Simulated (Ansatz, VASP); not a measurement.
**Ru: VASP beside Ansatz**

```
CELL_PARAMETERS angstrom
2.67753 0.00000 0.00000
-1.33877 2.31881 0.00000
0.00000 0.00000 4.21813
ATOMIC_POSITIONS crystal
Ru 0.33333 0.66667 0.25000
Ru 0.66667 0.33333 0.75000
```

Alike in both runs: task single point; functional LDA; k mesh 13 × 13 × 8; occupations fermi-dirac, width 0.01 eV; no spin polarisation.

|  | VASP | Ansatz |
| --- | --- | --- |
| version | VASP 6.6.1 | Ansatz 0.2.0 |
| potentials or method | VASP PAW LDA potentials, release 64 (Ru_pv), cutoff 520 eV | plane waves (420 eV) with PAW, scalar-relativistic |
| valence electrons in the cell | 28 | 32 |

|  | VASP | Ansatz | Ansatz less VASP |
| --- | --- | --- | --- |
| pressure (GPa) | 0.7 | -0.2 | -0.97 |
| traceless stress, the component that is largest in VASP (GPa) | -0.38 | -0.43 | -0.054 |

Ansatz warns that its potentials were made for another functional, while VASP's fit it. LDA's correlation is that of Perdew and Zunger in VASP and of Perdew and Wang (1992) in Ansatz. VASP's potentials hold 28 valence electrons a cell and Ansatz's 32, so a difference there can come from the potentials and not from the codes.
